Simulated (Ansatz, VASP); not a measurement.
Given: the input of a run of VASP 6.6.1 on Ti.

Contents of INCAR:

```
ALGO = Normal
EDIFF = 1E-6
EDIFFG = -0.01
ENCUT = 600
GGA = PS
IBRION = 2
ISIF = 3
ISMEAR = -1
IVDW = 13
LASPH = True
LCHARG = False
LREAL = False
LWAVE = False
NELM = 80
NSW = 60
PREC = Accurate
SIGMA = 0.05
```

The input KPOINTS:

```
k-points
0
Gamma
  11 11 11
```

POSCAR

```
Ti
1.0
   -1.6410000000      1.6410000000      1.6410000000
    1.6410000000     -1.6410000000      1.6410000000
    1.6410000000      1.6410000000     -1.6410000000
Ti
1
Direct
    0.0000000000      0.0000000000      0.0000000000
```

Potentials or basis: VASP PAW PBE potentials, release 64 (Ti_sv).

Launch:

```console
$ cat potpaw_PBE.64/Ti_sv/POTCAR > POTCAR
$ mpirun -np 1 vasp_std > vasp.out
```

Problem. Set up the same calculation for Ansatz 0.2.0. Potentials there: Ansatz PAW.

Solution. As run (the cutoff follows the program's own potentials):

File input.yaml:

```yaml
crystal:
  lattice:
    - [-1.641, 1.641, 1.641]
    - [1.641, -1.641, 1.641]
    - [1.641, 1.641, -1.641]
  atoms:
    - { symbol: Ti, position: [0.0, 0.0, 0.0] }
hamiltonian:
  xc: pbesol
  pseudopotentials: { kind: paw }
  dispersion: d4
kpoints:
  mp_grid: { grid: [11, 11, 11] }
scf:
  occupations: { method: fermi_dirac, width: 0.05 }
output:
  forces: true
  stress: true
relax:
  f_tol: 0.01
  max_steps: 40
  cell: { stress_tol: 0.05 }
```

Potentials or basis: Ansatz PAW.

Launch:

```sh
$ ansatz run input.yaml --threads 2 --pin off --max-ram 5632MiB --backend cpu --events-out ev --progress --plain --runs-dir out
```

Both were run:

|  | VASP | Ansatz | Ansatz less VASP |
| --- | --- | --- | --- |
| relaxed volume (Å³/atom) | 16.31 | 16.35 | +0.042 |
| relaxed cell length with the largest relative difference (Å) | 2.767 | 2.770 | +0.0024 |

VASP's potentials were made for PBE, not for PBEsol.

Noted on Ansatz's run: the plane-wave basis is chosen anew once the cell has moved, so the energies of steps on either side of that aren't comparable.
